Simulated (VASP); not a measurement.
# Be (P1) in VASP: further runs

The runs below take Be through single point, with PBE+D3(BJ).

Everything below comes from runs of VASP 6.6.1. Logs are shortened: lines on timing, memory, paths and dates and some standing lists are left out, and cuts for length are marked.

### Step 1. The cell of the first run

The typed cell holds 36 atoms: a = 6.983 Å, b = 6.983 Å, c = 7.295 Å, α = 90.00°, β = 90.00°, γ = 120.00°.

### Step 2. Single point, PBE+D3(BJ)

INCAR

```
ALGO = Normal
EDIFF = 1E-7
ENCUT = 520
GGA = PE
ISIF = 2
ISMEAR = -1
IVDW = 12
LASPH = T
LCHARG = T
LELF = T
LREAL = Auto
LVHAR = T
LWAVE = F
NBANDS = 60
NELM = 80
PREC = Accurate
SIGMA = 0.24
```

KPOINTS

```
k-points
0
Gamma
  2 2 2
```

POSCAR

```
Be
1.0
    6.9826430000      0.0000000000      0.0000000000
   -3.4913210000      6.0471460000      0.0000000000
    0.0000000000      0.0000000000      7.2945340000
Be
36
Direct
   -0.0095230154     -0.0609213007     -0.0092535041
    0.0919986568      0.1167162162      0.2312005126
   -0.0760586878      0.0170162917      0.4717093648
    0.1250076820      0.2588659179      0.7469839746
    0.0160503374      0.3427567319      0.0263210782
    0.0916405674      0.5543441485      0.2532169978
    0.0026473150      0.3546466383      0.5238991278
    0.1219706838      0.5423384850      0.7343169557
   -0.0014441720      0.6702666018      0.0388235904
    0.0993160286      0.8725603781      0.2861046367
    0.0225781939      0.6781546204      0.4817991115
    0.1701887631      0.9150597654      0.7695213978
    0.3179688500     -0.0441199865      0.0397557952
    0.4142234442      0.2015496236      0.2570280706
    0.3842891974      0.0314363172      0.4825393918
    0.4384502205      0.2289509795      0.7747444868
    0.3430514326      0.3536213612      0.0403041510
    0.4668621475      0.5498296221      0.2300489654
    0.3576867072      0.3598060970      0.4949322328
    0.4276772921      0.5251072159      0.7608436673
    0.2659160993      0.6362340185     -0.0042360485
    0.4392605613      0.8501365768      0.2394395584
    0.3224548986      0.6726644272      0.5032672409
    0.4955413492      0.9335974359      0.7339331066
    0.6776482655      0.0815095253      0.0379873478
    0.7759111544      0.2631985403      0.3113701300
    0.6326666465     -0.0235482987      0.4918203137
    0.7900344766      0.2329859408      0.7771024167
    0.6194298258      0.3319251759      0.0235655903
    0.7853201735      0.5907249469      0.2413725126
    0.6602400829      0.3684051948      0.5141795213
    0.8117970205      0.5629928565      0.7562374786
    0.6829169012      0.6401201492     -0.0347383397
    0.7520227030      0.8734533613      0.2263749816
    0.6365167709      0.6641810864      0.4777275697
    0.7970151072      0.9064110574      0.7584857374
```

Potentials or basis: VASP PAW PBE potentials, release 64 (Be).

The run is started by

```
$ cat potpaw_PBE.64/Be/POTCAR > POTCAR
$ mpirun -np 1 vasp_std > vasp.out
```

OUTCAR:

```text
EDIFF = 1E-7
   ENCUT = 520
   GGA = PE
   ISIF = 2
   ISMEAR = -1
   IVDW = 12
   LASPH = T
   LREAL = Auto
   NELM = 80
   PREC = Accurate
 IVDW          = 12

 ion  position               nearest neighbor table
   1  0.990  0.939  0.991-   9 1.94   2 2.06  12 2.10  36 2.11  33 2.13  13 2.26  34 2.27
   2  0.092  0.117  0.231-  10 1.78  14 2.03   3 2.03   1 2.06  34 2.12  17 2.20
   3  0.924  0.017  0.472-  27 1.91   2 2.03  34 2.11   7 2.17  36 2.25  35 2.27  10 2.36
   4  0.125  0.259  0.747-   8 1.99  20 2.00   7 2.10  28 2.26  16 2.31  19 2.32   5 2.35  36 2.38

   5  0.016  0.343  0.026-  21 1.93   6 2.10  25 2.15  17 2.25  28 2.27   4 2.35   9 2.35
   6  0.092  0.554  0.253-   9 2.01  11 2.04   5 2.10  21 2.15  26 2.17  10 2.21  22 2.27  30 2.28
                            23 2.30   7 2.32
   7  0.003  0.355  0.524-   8 1.92  26 2.08   4 2.10   3 2.17  11 2.21  23 2.23  28 2.25   6 2.32

   8  0.122  0.542  0.734-   7 1.92   4 1.99  23 2.09  21 2.10  20 2.21  32 2.25  28 2.26  11 2.33

   9  0.999  0.670  0.039-   1 1.94  30 1.97   6 2.01  21 2.02  13 2.12  33 2.17  10 2.18   5 2.35
                            32 2.35
  10  0.099  0.873  0.286-   2 1.78  11 1.85  30 2.11   9 2.18   6 2.21  13 2.24  15 2.24  14 2.26
                             3 2.36
  11  0.023  0.678  0.482-  10 1.85   6 2.04  23 2.12   7 2.21  30 2.28   8 2.33  32 2.37  31 2.38

  12  0.170  0.915  0.770-  16 2.05   1 2.10  13 2.18  24 2.23
  13  0.318  0.956  0.040-  22 2.00  21 2.10   9 2.12  12 2.18  14 2.18  25 2.21  10 2.24   1 2.26

  14  0.414  0.202  0.257-  15 1.98   2 2.03  17 2.10  29 2.12  13 2.18  19 2.20  10 2.26  18 2.28
                            26 2.37
  15  0.384  0.031  0.483-  27 1.96  14 1.98  31 2.18  24 2.23  10 2.24  22 2.32  23 2.32
  16  0.438  0.229  0.775-  12 2.05  20 2.11  29 2.12  24 2.31   4 2.31  31 2.33  17 2.35
  17  0.343  0.354  0.040-  18 1.83  29 2.01  14 2.10   2 2.20   5 2.25  33 2.28  20 2.29  21 2.31
                            16 2.35
  18  0.467  0.550  0.230-  17 1.83  35 2.09  30 2.10  34 2.14  22 2.20  19 2.25  14 2.28  33 2.34
[... 16 lines left out ...]
  29  0.619  0.332  0.024-  25 1.99  17 2.01  33 2.01  14 2.12  16 2.12  30 2.24
  30  0.785  0.591  0.241-   9 1.97  18 2.10  34 2.10  10 2.11  35 2.20  33 2.22  29 2.24  11 2.28
                             6 2.28  26 2.31
  31  0.660  0.368  0.514-  26 1.99  19 2.09  32 2.16  35 2.17  15 2.18  16 2.33  11 2.38
  32  0.812  0.563  0.756-  33 1.98  31 2.16  28 2.24   8 2.25   9 2.35  11 2.37
  33  0.683  0.640  0.965-  32 1.98  29 2.01   1 2.13  20 2.15   9 2.17  36 2.21  30 2.22  17 2.28
                            18 2.34
  34  0.752  0.873  0.226-  30 2.10   3 2.11  22 2.11   2 2.12  18 2.14  35 2.23  25 2.24   1 2.27
                            27 2.36
  35  0.637  0.664  0.478-  19 2.05  18 2.09  31 2.17  27 2.20  30 2.20  34 2.23  23 2.23   3 2.27

  36  0.797  0.906  0.758-   1 2.11  33 2.21  24 2.21   3 2.25  28 2.31   4 2.38

  LATTYP: Found a hexagonal cell.
 ALAT       =     6.9826430000
 C/A-ratio  =     1.0446666112

  Lattice vectors:

 A1 = (   6.9826430000,   0.0000000000,   0.0000000000)
 A2 = (  -3.4913210000,   6.0471460000,   0.0000000000)
 A3 = (   0.0000000000,   0.0000000000,   7.2945340000)

Analysis of symmetry for initial positions (statically):
=====================================================================
 Subroutine PRICEL returns:
 Original cell was already a primitive cell.

 Routine SETGRP: Setting up the symmetry group for a
 hexagonal supercell.

 Subroutine GETGRP returns: Found  1 space group operations
 (whereof  1 operations were pure point group operations)
 out of a pool of 24 trial point group operations.

The static configuration has the point symmetry C_1 .

Analysis of symmetry for dynamics (positions and initial velocities):
=====================================================================
 Subroutine PRICEL returns:
 Original cell was already a primitive cell.

 Routine SETGRP: Setting up the symmetry group for a
 hexagonal supercell.

 Subroutine GETGRP returns: Found  1 space group operations
 (whereof  1 operations were pure point group operations)
 out of a pool of 24 trial point group operations.

The dynamic configuration has the point symmetry C_1 .

 Subroutine INISYM returns: Found  1 space group operations
 (whereof  1 operations are pure point group operations),
 and found     1 'primitive' translations

----------------------------------------------------------------------------------------

                                     Primitive cell

  volume of cell :     308.0121

  direct lattice vectors                    reciprocal lattice vectors
     6.982643000  0.000000000  0.000000000     0.143212248  0.082683621  0.000000000
[... 94 lines left out ...]
     0.071606124  0.041341811  0.000000000     0.500000000 -0.000000000  0.000000000
     0.000000000  0.082683633  0.000000000     0.000000000  0.500000000  0.000000000
     0.000000000  0.000000000  0.068544475     0.000000000  0.000000000  0.500000000

  Length of vectors
     0.082683628  0.082683633  0.068544475

  Shift w.r.t. Gamma in fractional coordinates (k-lattice)
     0.000000000  0.000000000  0.000000000

 Subroutine IBZKPT returns following result:
 ===========================================

 Found      8 irreducible k-points:

 Following reciprocal coordinates:
            Coordinates               Weight
  0.000000  0.000000  0.000000      1.000000
  0.500000  0.000000  0.000000      1.000000
  0.000000  0.500000  0.000000      1.000000
  0.500000  0.500000  0.000000      1.000000
  0.000000  0.000000  0.500000      1.000000
  0.500000  0.000000  0.500000      1.000000
  0.000000  0.500000  0.500000      1.000000
  0.500000  0.500000  0.500000      1.000000
   k-points           NKPTS =      8   k-points in BZ     NKDIM =      8   number of bands    NBANDS=     60
   number of dos      NEDOS =    301   number of ions     NIONS =     36
   total plane-waves  NPLWV = 157464
   dimension x,y,z NGX =    54 NGY =   54 NGZ =   54
   dimension x,y,z NGXF=   108 NGYF=  108 NGZF=  108
   ions per type =              36
   NGX,Y,Z   is equivalent  to a cutoff of  12.86, 12.86, 12.31 a.u.
   NGXF,Y,Z  is equivalent  to a cutoff of  25.71, 25.71, 24.61 a.u.
 SYSTEM =  unknown system
   PREC   = accura    normal or accurate (medium, high low for compatibility)
   ISTART =      0    job   : 0-new  1-cont  2-samecut
   ICHARG =      2    charge: 1-file 2-atom 10-const
   ISPIN  =      1    spin polarized calculation?
   LNONCOLLINEAR =      F non collinear calculations
   LSORBIT =      F    spin-orbit coupling
   LASPH  =      T    aspherical Exc in radial PAW
   ENCUT  =  520.0 eV  38.22 Ry    6.18 a.u.  12.98 12.98 13.56*2*pi/ulx,y,z
   NELM   =     80;   NELMIN=  2; NELMDL= -5     # of ELM steps
   EDIFF  = 0.1E-06   stopping-criterion for ELM
   LREAL  =      T    real-space projection
   EDIFFG = 0.1E-05   stopping-criterion for IOM
   NSW    =      0    number of steps for IOM
   IBRION =     -1    ionic relax: 0-MD 1-quasi-New 2-CG
   NFREE  =      0    steps in history (QN), initial steepest desc. (CG)
   ISIF   =      2    stress and relaxation
   ISYM   =      2    0-nonsym 1-usesym 2-fastsym
   POTIM  = 0.5000    time-step for ionic-motion
   TEBEG  =    0.0;   TEEND  =   0.0 temperature during run
   PSTRESS=    0.0 pullay stress
   NELECT =      72.0000    total number of electrons
   NUPDOWN=      -1.0000    fix difference up-down
   EMIN   =  10.00;   EMAX   =-10.00  energy-range for DOS
   EFERMI =   0.00;   METHOD = LEGACY
   ISMEAR =    -1;   SIGMA  =   0.24  broadening in eV -4-tet -1-fermi 0-gaus
   EFERMI_NEDOS =   21; number of points for ismear=-14 and -15
   IALGO  =     38    algorithm
   IMIX   =      4    mixing-type and parameters
     AMIX     =   0.40;   BMIX     =  1.00
     AMIX_MAG =   1.60;   BMIX_MAG =  1.00
  volume/ion in A,a.u.               =       8.56        57.74
  Fermi-wavevector in a.u.,A,eV,Ry     =   1.008470  1.905732 13.837289  1.017012
  Thomas-Fermi vector in A             =   2.141339
   LORBIT       =      0    0 simple, 1 ext, 2 COOP (PROOUT), +10 PAW based schemes
   GGA     = PE    functional components
   LHFCALC =     F    Hartree Fock is set to
   AEXX    =    0.0000 exact exchange contribution
   IVDW    =    12    specifies the selected vdW correction
   LEPSILON=     F    determine dielectric tensor
   LRPA    =     F    only Hartree local field effects (RPA)
 non-spin polarized calculation
  energy-cutoff  :      520.00
  volume of cell :      308.01
 maximum number of plane-waves:      8320
 NGX is ok and might be reduce to    54
   NGX = 25   NGY = 25   NGZ = 27

 number of electron      72.0000000 magnetization

 Free energy of the ion-electron system (eV)
  ---------------------------------------------------
  ext. energy  EPLUGINS =         0.00000000
  ---------------------------------------------------
  free energy    TOTEN  =      -124.00917263 eV

  energy without entropy =     -122.91630577  energy(sigma->0) =     -123.46273920

 E-fermi :   5.9726     XC(G=0): -10.2968

 val. band max:        5.9125050269   @ k =   0.0000   0.5000   0.0000
 cond. band min:       5.9855244179   @ k =   0.0000   0.0000   0.0000
 fundamental gap:      0.0730193911
 Fermi energy:         5.9725777734

 k-point     1 :       0.0000    0.0000    0.0000
  band No.  band energies     occupation
      1      -4.6215      2.00000
      2      -2.6698      2.00000
      3      -2.5402      2.00000
      4      -1.9196      2.00000
      5      -1.7031      2.00000
      6      -1.5592      2.00000
[... 397 lines left out ...]
     47       8.4350      0.00007
     48       8.5801      0.00004
 [bands above 48 left out]

------------------------ aborting loop because EDIFF is reached ----------------------------------------

 Edisp (eV)  -11.79008

 E8    (eV) :    -4.0811

  FORCE on cell =-STRESS in cart. coord.  units (eV):
  Direction    XX          YY          ZZ          XY          YZ          ZX
  --------------------------------------------------------------------------------------
  -------------------------------------------------------------------------------------
  Total      -5.11175    -2.39306   -14.77070     1.70577     0.07114    -0.49489
  in kB     -26.58962   -12.44790   -76.83231     8.87287     0.37006    -2.57423
  external pressure =      -38.62 kB  Pullay stress =        0.00 kB

 VOLUME and BASIS-vectors are now :
 -----------------------------------------------------------------------------
  energy-cutoff  :      520.00
  volume of cell :      308.01
      direct lattice vectors                 reciprocal lattice vectors
     6.982643000  0.000000000  0.000000000     0.143212248  0.082683621  0.000000000
    -3.491321000  6.047146000  0.000000000     0.000000000  0.165367266  0.000000000
     0.000000000  0.000000000  7.294534000     0.000000000  0.000000000  0.137088949

 POSITION                                       TOTAL-FORCE (eV/Angst)
 -----------------------------------------------------------------------------------
      3.63752      5.67875      7.22703        -0.660207      1.712975      0.272379
      0.23490      0.70580      1.68650        -1.555685      4.296818     -0.460624
      6.39214      0.10290      3.44090         2.246121     -0.027101      0.865690
     -0.03090      1.56540      5.44890         0.418962     -2.076912      0.380640
     -1.08460      2.07270      0.19200        -0.887255     -1.262478     -0.169304
     -1.29550      3.35220      1.84710         0.845154      0.186242      0.426170
[... 28 lines left out ...]
      2.12570      4.01640      3.48480         0.728541      1.195185      0.552083
      2.40070      5.48120      5.53280        -0.565421     -0.298560     -0.745736
 -----------------------------------------------------------------------------------
    total drift:                               -0.000510     -0.000954      0.000203

  FREE ENERGIE OF THE ION-ELECTRON SYSTEM (eV)
  ---------------------------------------------------
  free  energy   TOTEN  =      -135.7992553406 eV

  energy  without entropy=     -134.7063884798  energy(sigma->0) =     -135.25282191
```

Run time: 6.9 min. Hardware: 1 thread of Intel Xeon 8259CL, shared host; peak memory 0.42 GiB.

Results:

```
Free energy                : -135.7993 eV
Pressure                   : -3.9 GPa
Largest force              : 4.593 eV/Å
Band gap on the k mesh     : zero (bands 36 and 37 overlap by 0.49 eV)
Dispersion energy per atom : -0.328 eV
```

Forces in eV/Å, atoms in the order of the input:
```
Be  -0.660  1.713  0.272
Be  -1.556  4.297 -0.461
Be   2.246 -0.027  0.866
Be   0.419 -2.077  0.381
Be  -0.887 -1.262 -0.169
Be   0.845  0.186  0.426
Be  -0.125 -0.401 -1.260
Be  -1.245  1.353  1.434
Be   0.561 -1.288 -1.858
Be   0.968 -0.390 -1.191
Be  -0.790 -1.507  2.581
Be  -0.847 -1.549 -0.782
Be  -1.036  1.615 -1.187
Be   1.238  0.745 -0.093
Be  -1.162 -0.686  1.445
Be   0.429  0.095 -0.574
Be  -1.122 -1.714 -2.639
Be  -0.654  0.797  1.430
Be  -1.112 -1.385  0.286
Be   0.529  1.631 -0.365
Be   2.471  1.139  0.246
Be  -0.322  0.536  0.626
Be   0.453  0.018 -0.399
Be  -1.357 -1.134  1.517
Be   0.644 -2.112 -0.320
Be   0.478 -1.208 -2.103
Be   0.942  0.376 -0.113
Be   0.070  0.267 -0.275
Be   1.658  0.709  0.007
Be  -0.028 -0.915  0.880
Be   0.178 -0.374  0.305
Be  -0.154  0.335 -0.544
Be  -1.563  0.842  1.701
Be   0.329  0.480  0.124
Be   0.729  1.195  0.552
Be  -0.565 -0.299 -0.746
```

Caveat: the k points lie up to 0.52 Å⁻¹ apart; forces of over 1 eV/Å act on the atoms, so gaps and moduli don't describe the material at rest.

### Step 3. Single point, PBE+D3(BJ)

INCAR

```
SYSTEM = Be
PREC     = Accurate       ! precision mode
ENCUT    = 520            ! plane-wave cutoff, eV
EDIFF    = 1E-7           ! SCF threshold, eV
ISMEAR   = -1             ! smearing method
SIGMA    = 0.24           ! smearing width, eV
LREAL    = Auto         
LASPH    = .True.         ! aspherical terms in the spheres
NELM     = 100            ! most SCF steps
ALGO     = Normal         ! electronic algorithm
ISIF     = 2              ! what is computed and relaxed
LWAVE    = .False.        ! write WAVECAR
LCHARG   = .True.         ! write CHGCAR
GGA      = PE             ! functional
IVDW     = 12             ! dispersion correction
LELF     = .True.         ! ELF
LVHAR    = .True.       
NBANDS   = 60             ! bands
```

KPOINTS

```
regular mesh
0
Gamma
  2 2 2
  0 0 0
```

POSCAR

```
Be
1.0
    6.9826430000      0.0000000000      0.0000000000
   -3.4913210000      6.0471460000      0.0000000000
    0.0000000000      0.0000000000      7.2945340000
Be
36
Direct
    0.0024163849     -0.0135270423     -0.0173417521
    0.0920465028      0.1894778132      0.2025489222
    0.0240321433      0.0536782145      0.4809628689
    0.1259355712      0.2463145424      0.7616250743
   -0.0345858241      0.3482634618      0.0068133208
    0.0961439287      0.5376585913      0.2950428362
    0.0420134252      0.3496856203      0.4961523245
    0.1003102937      0.5569900247      0.7685754841
   -0.0117015847      0.6416746015     -0.0096099353
    0.1225901271      0.8574127365      0.2845144049
   -0.0318453916      0.6121565446      0.5530990739
    0.1167425716      0.8437699371      0.7358934786
    0.3311945751      0.0171320487      0.0187400593
    0.4595701138      0.2094376422      0.2560136124
    0.3625448273      0.0081691429      0.5228298340
    0.3768517125      0.1689391988      0.7287922710
    0.2925693464      0.3289320284     -0.0166974340
    0.4753164081      0.5447693838      0.2316391972
    0.3100844281      0.3429386358      0.4982634943
    0.4667197656      0.5922793992      0.7585131552
    0.3268003232      0.6519108353      0.0224825876
    0.4189786445      0.8627044890      0.2716691704
    0.3695229576      0.6986601613      0.5148375482
    0.4378436015      0.8985726490      0.8100037645
    0.6047024283      0.0141554380      0.0363834071
    0.7508844848      0.1923221301      0.2408789924
    0.6838761600      0.0288896613      0.5349622059
    0.8202960531      0.2530946003      0.7441599422
    0.6634468740      0.4024873883      0.0521349273
    0.7647230048      0.5462080790      0.2894496071
    0.6684294045      0.3439969863      0.5110127665
    0.7965006394      0.5802902725      0.7735381040
    0.6794035723      0.6827022202     -0.0202206200
    0.7569710523      0.8789104811      0.2092662808
    0.6723252349      0.7398366105      0.4864875536
    0.8264797937      0.9239234508      0.7152753007
```

Potentials or basis: VASP PAW PBE potentials, release 64 (Be).

The run is started by

```
$ cat potpaw_PBE.64/Be/POTCAR > POTCAR
$ mpirun -np 1 vasp_std > vasp.out
```

Run time: 6 min. Hardware: 1 thread of Intel Xeon 8259CL, shared host; peak memory 0.42 GiB.

It converged, with:

| Item | Value |
| --- | --- |
| Free energy | -136.7277 eV |
| Pressure | -4.8 GPa |
| Largest force | 3.079 eV/Å |
| Band gap on the k mesh | zero (bands 36 and 37 overlap by 0.37 eV) |
| Dispersion energy per atom | -0.327 eV |

Forces in eV/Å, atoms in the order of the input:
```
Be   0.029 -0.128 -0.646
Be  -0.133  0.857  2.138
Be   0.177 -1.744  0.104
Be  -1.257 -0.228 -1.601
Be   1.284 -1.074  0.216
Be  -0.068  0.934 -2.214
Be  -1.887 -0.808  1.478
Be   2.002 -0.521  0.404
Be   0.012  1.953  2.194
Be  -1.236  0.581 -0.499
Be   0.103  0.278 -3.065
Be  -0.810  2.089  1.010
Be  -1.266 -0.559 -0.243
Be  -1.079 -0.007  0.827
Be  -0.117 -0.687 -1.705
Be   0.157  1.984  2.173
Be   1.935  0.536  0.840
Be  -0.786 -0.181  0.274
Be   2.477  0.731 -0.246
Be   0.028 -0.832 -0.597
Be  -0.549  0.385 -0.269
Be   1.008  0.903 -0.073
Be  -1.633 -1.088  0.618
Be   0.108 -0.232 -2.372
Be   1.806  0.208 -0.981
Be   0.724  1.594  1.826
Be  -0.717 -0.096 -1.184
Be  -1.064 -0.398  0.125
Be   0.464 -2.373 -1.848
Be   0.874  1.340  0.102
Be  -0.497 -1.160  0.744
Be  -1.131 -0.767 -0.580
Be  -0.530  0.753  0.418
Be   0.399  0.457  1.102
Be   1.581 -1.889 -0.242
Be  -0.407 -0.813  1.773
```

Stress tensor (GPa, compression positive):
```
-6.47  0.30  1.53
 0.30 -4.02  2.30
 1.53  2.30 -3.86
```

Levels at points of the mesh, in eV from the Fermi level:
```tsv
k point	band 33	band 34	band 35	band 36	band 37	band 38	band 39	band 40
(0.00, 0.00, 0.00)	-0.42	-0.24	-0.14	-0.10	0.06	0.23	0.41	0.51
(0.50, 0.00, 0.00)	-0.89	-0.56	-0.28	-0.17	0.74	0.90	1.00	1.20
(0.00, 0.50, 0.00)	-0.74	-0.60	-0.36	-0.06	0.66	1.06	1.07	1.19
(0.50, 0.50, 0.00)	-0.84	-0.45	-0.22	-0.04	0.40	0.56	0.83	1.19
(0.00, 0.00, 0.50)	-1.23	-1.10	-0.92	-0.66	-0.40	-0.22	-0.06	0.10
(0.50, 0.00, 0.50)	-1.28	-1.19	-0.91	-0.79	0.84	1.12	1.26	1.57
(0.00, 0.50, 0.50)	-1.30	-1.15	-0.84	-0.72	0.96	1.25	1.37	1.45
(0.50, 0.50, 0.50)	-1.13	-1.10	-0.96	-0.58	0.90	1.20	1.39	1.49
```

Caveat: the k points lie up to 0.52 Å⁻¹ apart; forces of over 1 eV/Å act on the atoms, so gaps and moduli don't describe the material at rest.

(Continued in part 2 of 3.)

The gap in the log of VASP goes by the Fermi energy; the results here count the filled bands.